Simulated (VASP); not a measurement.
AlGaN2, 16 atoms in the cell. The typed cell holds 16 atoms: a = 6.276 Å, b = 6.276 Å, c = 6.276 Å, α = 60.00°, β = 60.00°, γ = 60.00°. 

```yaml
Program: VASP 6.6.1
Task: single point
Functional: PBEsol
Potentials_or_basis: VASP PAW PBE potentials, release 64 (Al, N, Ga_d)
Cutoff: 520 eV
k_mesh: 2 × 2 × 2, shifted
Occupations: fermi-dirac, width 0.05 eV
Spin: no spin polarisation
Dipole_correction: no
Further_INCAR_settings: LREAL = Auto; ALGO = Normal; EDIFF = 1e-06; NBANDS = 66
```

Potentials or basis: VASP PAW PBE potentials, release 64 (Al, N, Ga_d).

Run with:

```sh
$ cat potpaw_PBE.64/Al/POTCAR potpaw_PBE.64/N/POTCAR potpaw_PBE.64/Ga_d/POTCAR > POTCAR
$ mpirun -np 1 vasp_std > vasp.out
```

Hardware: 1 thread of Intel(R) Xeon(R) Platinum 8488C (Sapphire Rapids) (shared host).

**Question.** Estimate the wall time of this run.

**Answer.** It took 5.2 min on 1 thread of Intel(R) Xeon(R) Platinum 8488C (Sapphire Rapids), on a shared host, peak memory 0.37 GiB. Counts: scf iterations 16, k points 16.
